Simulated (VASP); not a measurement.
Set up this calculation in VASP 6.6.1, as the native input.

```
Task                   : single point
Functional             : PBEsol
Potentials or basis    : VASP PAW PBE potentials, release 64 (Cu, I)
Cutoff                 : 520 eV
k mesh                 : 4 × 4 × 4
Occupations            : gaussian, width 0.01 eV
Spin                   : no spin polarisation
Dipole correction      : no
Further INCAR settings : ALGO = Normal; EDIFF = 1e-06; NBANDS = 16
```

The structure of CuI (Marshite) lies in POSCAR:

```
CuI
1.0
    0.0000000000      3.0315000000      3.0315000000
    3.0315000000      0.0000000000      3.0315000000
    3.0315000000      3.0315000000      0.0000000000
Cu I
1 1
Direct
    0.2500000000      0.2500000000      0.2500000000
    0.0000000000      0.0000000000      0.0000000000
```

These files were run (other wordings do the same):

INCAR

```
PREC = Accurate
ENCUT = 520
EDIFF = 1E-6
ISMEAR = 0
SIGMA = 0.01
LREAL = False
LASPH = True
NELM = 60
ALGO = Normal
ISIF = 2
LWAVE = False
LCHARG = False
GGA = PS
NBANDS = 16
```

KPOINTS

```
Automatic mesh
0
Gamma
  4 4 4
```

Potentials or basis: VASP PAW PBE potentials, release 64 (Cu, I).

Run with:

```sh
$ cat potpaw_PBE.64/Cu/POTCAR potpaw_PBE.64/I/POTCAR > POTCAR
$ mpirun -np 1 vasp_std > vasp.out
```

Results of the run:

- Pressure: -1.9 GPa
- Band gap on the k mesh: 1.02 eV, direct

Caveat: the k points lie up to 0.45 Å⁻¹ apart; the PAW data sets were made with another functional, which shifts forces and pressure a little; spin-orbit coupling is left out, which moves the levels of the heavy elements.

Wall time 5.2 s on 1 thread of Intel Xeon 6975P-C, with other jobs on the host, peak memory 0.17 GiB.
